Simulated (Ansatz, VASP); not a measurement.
## One calculation of SbSe3, two programs

```
Sb Se
1.0
    -1.96044    1.96044    6.77901
     1.96044   -1.96044    6.77901
     1.96044    1.96044   -6.77901
Sb Se
1 3
Direct
  0.00000 0.00000 0.00000
  0.50000 0.50000 0.00000
  0.25000 0.75000 0.50000
  0.75000 0.25000 0.50000
```

Alike in both runs: functional PBE; k mesh 6 × 6 × 6; occupations gaussian, width 0.1 eV; no spin polarisation.

Ansatz relaxed the structure, and its values are those at the end. VASP's run is a single point on that final structure, the one shown.

|  | VASP | Ansatz |
| --- | --- | --- |
| version | VASP 6.6.1 | Ansatz 0.2.0 |
| potentials or method | VASP PAW PBE potentials, release 64 (Sb, Se), cutoff 520 eV | scalar-relativistic, plane waves, PAW |
| valence electrons in the cell | 23 | 63 |

|  | VASP | Ansatz | Ansatz less VASP |
| --- | --- | --- | --- |
| gap on the k mesh at the Fermi level (eV) | none | none | - |
| pressure (GPa) | 0.1 | 0.1 | +0.05 |

A gap of «none» marks a metal or a gap that the smearing closes. VASP's potentials hold 23 valence electrons a cell and Ansatz's 63, so a difference there can come from the potentials and not from the codes.

The k mesh is coarse, so the values compare programs but aren't converged. Spin-orbit coupling is off throughout.
